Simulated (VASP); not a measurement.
# MgS (sol) (Fm-3m) in VASP: further runs, part 2 of 2

VASP 6.6.1.

## 3. Single point, PBEsol

INCAR

```
SYSTEM = MgS
PREC     = Accurate       ! precision mode
ENCUT    = 600            ! plane-wave cutoff, eV
EDIFF    = 1E-6           ! SCF threshold, eV
ISMEAR   = 0              ! smearing method
SIGMA    = 0.01           ! smearing width, eV
LREAL    = .False.        ! projectors in reciprocal space
LASPH    = .True.         ! aspherical terms in the spheres
NELM     = 120            ! most SCF steps
ALGO     = Normal         ! electronic algorithm
ISIF     = 2              ! what is computed and relaxed
LWAVE    = .False.        ! write WAVECAR
LCHARG   = .False.        ! write CHGCAR
GGA      = PS             ! functional
NBANDS   = 11             ! bands
GGA_COMPAT= .False.
```

KPOINTS

```
regular mesh
0
Gamma
  6 6 6
  0 0 0
```

POSCAR

```
MgS
1.0
    0.0000000000      2.5913100557      2.5913100557
    2.5913100557      0.0000000000      2.5913100557
    2.5913100557      2.5913100557      0.0000000000
Mg S
1 1
Direct
    0.0000000000      0.0000000000      0.0000000000
    0.5000000000      0.5000000000      0.5000000000
```

Potentials or basis: VASP PAW PBE potentials, release 64 (Mg, S).

The run is started by

```console
cat potpaw_PBE.64/Mg/POTCAR potpaw_PBE.64/S/POTCAR > POTCAR
mpirun -np 1 vasp_std > vasp.out
```

OUTCAR:

```text
SYSTEM = MgS
   PREC = Accurate
   ENCUT = 600
   EDIFF = 1E-6
   ISMEAR = 0
   LREAL = .False.
   LASPH = .True.
   NELM = 120
   ISIF = 2
   GGA = PS

 ion  position               nearest neighbor table
   1  0.000  0.000  0.000-   2 2.59   2 2.59   2 2.59   2 2.59   2 2.59   2 2.59
   2  0.500  0.500  0.500-   1 2.59   1 2.59   1 2.59   1 2.59   1 2.59   1 2.59

  LATTYP: Found a face centered cubic cell.
 ALAT       =     5.1826201114

  Lattice vectors:

 A1 = (   0.0000000000,   2.5913100557,   2.5913100557)
 A2 = (   2.5913100557,   0.0000000000,   2.5913100557)
 A3 = (   2.5913100557,   2.5913100557,   0.0000000000)

Analysis of symmetry for initial positions (statically):
=====================================================================
 Subroutine PRICEL returns:
 Original cell was already a primitive cell.

 Routine SETGRP: Setting up the symmetry group for a
 face centered cubic supercell.

 Subroutine GETGRP returns: Found 48 space group operations
[... 9 lines left out ...]

 Routine SETGRP: Setting up the symmetry group for a
 face centered cubic supercell.

 Subroutine GETGRP returns: Found 48 space group operations
[... 11 lines left out ...]
                                     Primitive cell

  volume of cell :      34.8007

  direct lattice vectors                    reciprocal lattice vectors
     0.000000000  2.591310056  2.591310056    -0.192952595  0.192952595  0.192952595
     2.591310056  0.000000000  2.591310056     0.192952595 -0.192952595  0.192952595
     2.591310056  2.591310056  0.000000000     0.192952595  0.192952595 -0.192952595

  length of vectors
     3.664665825  3.664665825  3.664665825     0.334203698  0.334203698  0.334203698

  position of ions in fractional coordinates (direct lattice)
     0.000000000  0.000000000  0.000000000
     0.500000000  0.500000000  0.500000000

  ion indices of the primitive-cell ions
   primitive index   ion index
                 1           1
                 2           2

----------------------------------------------------------------------------------------

 KPOINTS: regular mesh

Automatic generation of k-mesh.
 Grid dimensions read from file:
 generate k-points for:    6    6    6

 Generating k-lattice:

  Cartesian coordinates                     Fractional coordinates (reciprocal lattice)
    -0.032158766  0.032158766  0.032158766     0.166666667  0.000000000  0.000000000
     0.032158766 -0.032158766  0.032158766     0.000000000  0.166666667  0.000000000
     0.032158766  0.032158766 -0.032158766     0.000000000  0.000000000  0.166666667

  Length of vectors
     0.055700616  0.055700616  0.055700616

  Shift w.r.t. Gamma in fractional coordinates (k-lattice)
     0.000000000  0.000000000  0.000000000

 Subroutine IBZKPT returns following result:
 ===========================================

 Found     16 irreducible k-points:

 Following reciprocal coordinates:
            Coordinates               Weight
  0.000000  0.000000  0.000000      1.000000
  0.166667  0.000000  0.000000      8.000000
  0.333333  0.000000  0.000000      8.000000
  0.500000  0.000000  0.000000      4.000000
  0.166667  0.166667  0.000000      6.000000
  0.333333  0.166667  0.000000     24.000000
[... 8 lines left out ...]
 -0.333333  0.333333  0.166667     24.000000
 -0.333333  0.500000  0.166667     12.000000
   k-points           NKPTS =     16   k-points in BZ     NKDIM =     16   number of bands    NBANDS=     11
   number of dos      NEDOS =    301   number of ions     NIONS =      2
   total plane-waves  NPLWV =  27000
   dimension x,y,z NGX =    30 NGY =   30 NGZ =   30
   dimension x,y,z NGXF=    60 NGYF=   60 NGZF=   60
   ions per type =               1   1
   NGX,Y,Z   is equivalent  to a cutoff of  13.61, 13.61, 13.61 a.u.
   NGXF,Y,Z  is equivalent  to a cutoff of  27.22, 27.22, 27.22 a.u.
 SYSTEM =  MgS
   PREC   = accura    normal or accurate (medium, high low for compatibility)
   ISTART =      0    job   : 0-new  1-cont  2-samecut
   ICHARG =      2    charge: 1-file 2-atom 10-const
   ISPIN  =      1    spin polarized calculation?
   LNONCOLLINEAR =      F non collinear calculations
   LSORBIT =      F    spin-orbit coupling
   LASPH  =      T    aspherical Exc in radial PAW
   ENCUT  =  600.0 eV  44.10 Ry    6.64 a.u.   7.32  7.32  7.32*2*pi/ulx,y,z
   NELM   =    120;   NELMIN=  2; NELMDL= -5     # of ELM steps
   EDIFF  = 0.1E-05   stopping-criterion for ELM
   LREAL  =      F    real-space projection
   EDIFFG = 0.1E-04   stopping-criterion for IOM
   NSW    =      0    number of steps for IOM
   IBRION =     -1    ionic relax: 0-MD 1-quasi-New 2-CG
   NFREE  =      0    steps in history (QN), initial steepest desc. (CG)
   ISIF   =      2    stress and relaxation
   ISYM   =      2    0-nonsym 1-usesym 2-fastsym
   POTIM  = 0.5000    time-step for ionic-motion
   TEBEG  =    0.0;   TEEND  =   0.0 temperature during run
   PSTRESS=    0.0 pullay stress
   NELECT =       8.0000    total number of electrons
   NUPDOWN=      -1.0000    fix difference up-down
   EMIN   =  10.00;   EMAX   =-10.00  energy-range for DOS
   EFERMI =   0.00;   METHOD = LEGACY
   ISMEAR =     0;   SIGMA  =   0.01  broadening in eV -4-tet -1-fermi 0-gaus
   EFERMI_NEDOS =   21; number of points for ismear=-14 and -15
   IALGO  =     38    algorithm
   IMIX   =      4    mixing-type and parameters
     AMIX     =   0.40;   BMIX     =  1.00
     AMIX_MAG =   1.60;   BMIX_MAG =  1.00
  volume/ion in A,a.u.               =      17.40       117.42
  Fermi-wavevector in a.u.,A,eV,Ry     =   1.002864  1.895138 13.683876  1.005737
  Thomas-Fermi vector in A             =   2.135379
   LORBIT       =      0    0 simple, 1 ext, 2 COOP (PROOUT), +10 PAW based schemes
   GGA     = PS    functional components
   LHFCALC =     F    Hartree Fock is set to
   AEXX    =    0.0000 exact exchange contribution
   IVDW    =     0    specifies the selected vdW correction
   LEPSILON=     F    determine dielectric tensor
   LRPA    =     F    only Hartree local field effects (RPA)
 non-spin polarized calculation
 Gauss-broadening in eV      SIGMA  =   0.01
  energy-cutoff  :      600.00
  volume of cell :       34.80
 maximum number of plane-waves:      1211
 NGX is ok and might be reduce to    30
   NGX = 15   NGY = 15   NGZ = 15

 number of electron       8.0000000 magnetization

 Free energy of the ion-electron system (eV)
  ---------------------------------------------------
  ext. energy  EPLUGINS =         0.00000000
  ---------------------------------------------------
  free energy    TOTEN  =        -9.07247442 eV

  energy without entropy =       -9.07247442  energy(sigma->0) =       -9.07247442

 E-fermi :   3.8309     XC(G=0):  -9.8855

 val. band max:        3.7854021871   @ k =   0.0000   0.0000   0.0000
 cond. band min:       6.5116655919   @ k =   0.5000   0.5000   0.0000
 fundamental gap:      2.7262634048
 Fermi energy:         3.8309486391

 k-point     1 :       0.0000    0.0000    0.0000
  band No.  band energies     occupation
      1      -8.9670      2.00000
      2       3.7854      2.00000
      3       3.7854      2.00000
      4       3.7854      2.00000
      5       7.4711      0.00000
      6      11.6295      0.00000
      7      11.6295      0.00000
      8      11.6295      0.00000
      9      14.1078      0.00000
     10      14.1078      0.00000
     11      16.1075      0.00000

 k-point     2 :       0.1667    0.0000    0.0000
  band No.  band energies     occupation
      1      -8.6950      2.00000
      2       2.1124      2.00000
      3       3.6091      2.00000
      4       3.6091      2.00000
      5       8.5572      0.00000
      6      11.3510      0.00000
      7      11.9129      0.00000
      8      11.9129      0.00000
      9      13.3873      0.00000
     10      13.3873      0.00000
     11      16.1779      0.00000
[... 183 lines left out ...]
 k-point    16 :      -0.3333    0.5000    0.1667
  band No.  band energies     occupation
      1      -7.1861      2.00000
      2      -0.0877      2.00000
      3       1.1151      2.00000
      4       1.5049      2.00000
      5       8.1768      0.00000
      6       9.8718      0.00000
      7      12.9239      0.00000
      8      13.5293      0.00000
      9      17.5932      0.00000
     10      18.8236      0.00000
     11      19.2894      0.00000

------------------------ aborting loop because EDIFF is reached ----------------------------------------

  FORCE on cell =-STRESS in cart. coord.  units (eV):
  Direction    XX          YY          ZZ          XY          YZ          ZX
  --------------------------------------------------------------------------------------
  -------------------------------------------------------------------------------------
  Total       -0.0413537     -0.0413537     -0.0413537      0.0000000     -0.0000000     -0.0000000
  in kB       -1.9038665     -1.9038665     -1.9038665      0.0000000     -0.0000000     -0.0000000
  external PRESSURE =      -1.9038665 kB  Pullay stress =       0.0000000 kB

 VOLUME and BASIS-vectors are now :
 -----------------------------------------------------------------------------
  energy-cutoff  :      600.00
  volume of cell :       34.80
      direct lattice vectors                 reciprocal lattice vectors
     0.000000000  2.591310056  2.591310056    -0.192952595  0.192952595  0.192952595
     2.591310056  0.000000000  2.591310056     0.192952595 -0.192952595  0.192952595
     2.591310056  2.591310056  0.000000000     0.192952595  0.192952595 -0.192952595

 POSITION                                       TOTAL-FORCE (eV/Angst)
 -----------------------------------------------------------------------------------
      0.00000      0.00000      0.00000         0.000000     -0.000000     -0.000000
      2.59131      2.59131      2.59131        -0.000000      0.000000      0.000000
 -----------------------------------------------------------------------------------
    total drift:                               -0.000000     -0.000000      0.000000

  FREE ENERGIE OF THE ION-ELECTRON SYSTEM (eV)
  ---------------------------------------------------
  free  energy   TOTEN  =        -9.0724744169 eV

  energy  without entropy=       -9.0724744169  energy(sigma->0) =       -9.07247442
```

It took 16 s on 1 thread of AMD EPYC 7R13, shared host; peak memory 0.14 GiB.

What came out:

| Property | Result |
| --- | --- |
| Free energy | -9.0725 eV |
| Pressure | -0.2 GPa |
| Band gap on the k mesh | 2.73 eV, indirect (least direct gap 3.69 eV) |

Caveat: the PAW data sets were made with another functional, which shifts forces and pressure a little.

## 4. Single point, PBEsol

INCAR

```
ALGO = Normal ; EDIFF = 1E-6
ENCUT = 600 ; GGA = PS
GGA_COMPAT = False ; ISIF = 2
ISMEAR = 0 ; LASPH = True
LCHARG = False ; LREAL = False
LWAVE = False ; NBANDS = 11
NELM = 120 ; PREC = Accurate
SIGMA = 0.01
```

KPOINTS

```
k-points
0
Gamma
  6 6 6
```

POSCAR is that of step 3.

Potentials or basis: VASP PAW PBE potentials, release 64 (Mg, S).

The run is started by

```console
cat potpaw_PBE.64/Mg/POTCAR potpaw_PBE.64/S/POTCAR > POTCAR
mpirun -np 1 vasp_std > vasp.out
```

OUTCAR:

```text
EDIFF = 1E-6
   ENCUT = 600
   GGA = PS
   ISIF = 2
   ISMEAR = 0
   LASPH = True
   LREAL = False
   NELM = 120
   PREC = Accurate

 ion  position               nearest neighbor table
   1  0.000  0.000  0.000-   2 2.59   2 2.59   2 2.59   2 2.59   2 2.59   2 2.59
   2  0.500  0.500  0.500-   1 2.59   1 2.59   1 2.59   1 2.59   1 2.59   1 2.59

  LATTYP: Found a face centered cubic cell.
 ALAT       =     5.1826201114

  Lattice vectors:

 A1 = (   0.0000000000,   2.5913100557,   2.5913100557)
[... 400 lines left out ...]
------------------------ aborting loop because EDIFF is reached ----------------------------------------

  FORCE on cell =-STRESS in cart. coord.  units (eV):
  Direction    XX          YY          ZZ          XY          YZ          ZX
  --------------------------------------------------------------------------------------
  -------------------------------------------------------------------------------------
  Total       -0.0413537     -0.0413537     -0.0413537      0.0000000     -0.0000000     -0.0000000
  in kB       -1.9038665     -1.9038665     -1.9038665      0.0000000     -0.0000000     -0.0000000
  external PRESSURE =      -1.9038665 kB  Pullay stress =       0.0000000 kB

 VOLUME and BASIS-vectors are now :
 -----------------------------------------------------------------------------
  energy-cutoff  :      600.00
  volume of cell :       34.80
      direct lattice vectors                 reciprocal lattice vectors
     0.000000000  2.591310056  2.591310056    -0.192952595  0.192952595  0.192952595
     2.591310056  0.000000000  2.591310056     0.192952595 -0.192952595  0.192952595
     2.591310056  2.591310056  0.000000000     0.192952595  0.192952595 -0.192952595

 POSITION                                       TOTAL-FORCE (eV/Angst)
 -----------------------------------------------------------------------------------
      0.00000      0.00000      0.00000         0.000000     -0.000000     -0.000000
      2.59131      2.59131      2.59131        -0.000000      0.000000      0.000000
 -----------------------------------------------------------------------------------
    total drift:                               -0.000000     -0.000000      0.000000

  FREE ENERGIE OF THE ION-ELECTRON SYSTEM (eV)
  ---------------------------------------------------
  free  energy   TOTEN  =        -9.0724744169 eV

  energy  without entropy=       -9.0724744169  energy(sigma->0) =       -9.07247442
```

stdout:

```text
POSCAR found type information on POSCAR MgS
 POSCAR found :  2 types and       2 ions
 scaLAPACK will be used
 -----------------------------------------------------------------------------
|                                                                             |
|                                                                             |
|     You enforced a specific xc type in the INCAR file but a different       |
|     I HOPE YOU KNOW WHAT YOU ARE DOING!                                     |
|                                                                             |
 -----------------------------------------------------------------------------

 LDA part: xc-table for (Slater+PW92), standard interpolation
 POSCAR, INCAR and KPOINTS ok, starting setup
 FFT: planning ... GRIDC
 FFT: planning ... GRID_SOFT
 FFT: planning ... GRID
 WAVECAR not read
 entering main loop
```

It took 15 s on 1 thread of AMD EPYC 7R13, shared host; peak memory 0.14 GiB.

What came out:

| Property | Result |
| --- | --- |
| Free energy | -9.0725 eV |
| Pressure | -0.2 GPa |
| Band gap on the k mesh | 2.73 eV, indirect (least direct gap 3.69 eV) |

Caveat: the PAW data sets were made with another functional, which shifts forces and pressure a little. A hybrid or GW would open this gap; PBEsol tends to underestimate it.
